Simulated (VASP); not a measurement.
# PCS4: relaxation of cell and atoms with PBE+D3(BJ)

Crystal: PCS4.

```xyz
6
Lattice="3.2901 0.0000 0.0000 0.0000 3.2901 0.0000 0.0000 0.0000 12.6215" Properties=species:S:1:pos:R:3 pbc="T T T"
P     0.0000    0.0000    0.0000
C     1.6451    1.6451    6.3107
S     1.6451    1.6451    2.2841
S     0.0000    0.0000    8.2349
S     0.0000    0.0000    4.3865
S     1.6451    1.6451   10.3373
```

The cell was built from a structure type or drawn by symmetry, and may not be a known phase.

* Program: VASP 6.6.1
* Task: relaxation of cell and atoms
* Functional: PBE
* Dispersion: D3(BJ)
* Potentials or basis: VASP PAW PBE potentials, release 64 (P, C_h, S)
* Cutoff: 910 eV
* k mesh: 6 × 6 × 2
* Occupations: gaussian, width 0.1 eV
* Spin: no spin polarisation
* Dipole correction: no
* Further INCAR settings: ALGO = Normal; EDIFF = 1e-07; IBRION = 2; EDIFFG = -0.04; NSW = 90; ISIF = 3

| Quantity | Value |
| --- | --- |
| Relaxed volume | 15.59 Å³/atom |
| Relaxed cell | a = 3.065 Å, b = 3.065 Å, c = 9.961 Å, α = 90.00°, β = 90.00°, γ = 90.00° |
| Space group after relaxing (to 0.1 Å) | P4/mmm (No. 123) |
| Energy gained by relaxing | 1065.4 meV/atom |
| Ionic steps | 19 |
| Pressure after relaxing | 0.0 GPa |
| Largest force after relaxing | 0.006 eV/Å |
| Band gap on the k mesh | zero (an odd number of electrons rules out a gap without spin polarisation) |
| Dispersion energy per atom | -0.330 eV |

Forces in eV/Å, atoms in the order of the input:
```
P    0.000  0.000  0.000
C    0.000  0.000  0.000
S    0.000  0.000  0.003
S    0.000  0.000 -0.006
S    0.000  0.000  0.006
S    0.000  0.000 -0.003
```

Stress tensor (GPa, compression positive):
```
-0.11  0.00  0.00
 0.00 -0.11  0.00
 0.00  0.00  0.08
```

The path:
```tsv
step	energy change (eV)	largest force (eV/Å)	pressure (GPa)	volume (Å³)
1	0.0000	0.6451	-16.45	136.63
2	-4.0197	1.0150	-10.38	95.38
3	-4.6089	1.4079	-1.24	82.21
4	-4.6284	1.4112	3.64	78.42
5	-4.6345	1.3380	2.28	79.65
6	-5.2606	1.1006	7.88	76.33
7	-5.3371	1.0181	9.01	74.74
8	-5.0727	0.6858	17.50	71.28
9	-5.3426	0.9378	10.29	73.87
10	-5.8646	1.0992	-0.12	83.08
11	-5.9117	1.1599	-2.42	86.41
12	-6.0999	1.0816	2.10	87.54
13	-6.1087	0.4832	0.89	87.36
14	-6.3198	0.3804	2.39	89.23
15	-6.3554	0.4941	1.74	90.23
16	-6.3829	0.5044	-0.45	93.53
17	-6.3852	0.3715	0.21	92.79
18	-6.3873	0.2422	-0.23	94.26
19	-6.3924	0.0064	-0.05	93.56
```

Final structure:
```
P C S
1.0
     3.06462    0.00000    0.00000
     0.00000    3.06462    0.00000
     0.00000    0.00000    9.96138
P C S
1 1 4
Direct
  0.00000 0.00000 0.00000
  0.50000 0.50000 0.50000
  0.50000 0.50000 0.14566
  0.00000 0.00000 0.60360
  0.00000 0.00000 0.39640
  0.50000 0.50000 0.85434
```

Levels at points of the mesh, in eV from the Fermi level:
| k point | band 14 | band 15 | band 16 | band 17 | band 18 | band 19 |
| --- | --- | --- | --- | --- | --- | --- |
| (0.00, 0.00, 0.00) | -0.47 | -0.31 | -0.31 | 0.62 | 0.62 | 2.02 |
| (0.50, 0.00, 0.00) | -0.63 | -0.51 | -0.10 | 0.12 | 0.84 | 1.07 |
| (0.50, 0.50, 0.00) | -2.99 | -2.76 | -2.76 | -1.63 | -1.61 | 0.47 |
| (0.00, 0.00, 0.50) | -0.21 | -0.11 | -0.11 | 0.39 | 0.39 | 2.46 |
| (0.50, 0.00, 0.50) | -0.50 | -0.11 | -0.05 | 0.11 | 0.85 | 1.06 |
| (0.50, 0.50, 0.50) | -3.18 | -3.16 | -3.16 | -1.45 | -1.12 | 0.07 |

It took 17 min on 1 thread of Intel(R) Xeon(R) 6975P-C (Granite Rapids), on a shared host, peak memory 0.46 GiB.

Caveat: the cutoff is under 1.25 times the usual one of these potentials, so pressure, stress and relaxed cells hold a basis-set (Pulay) error; the volume moved by over 15 % at a fixed basis, so the end points are rough.
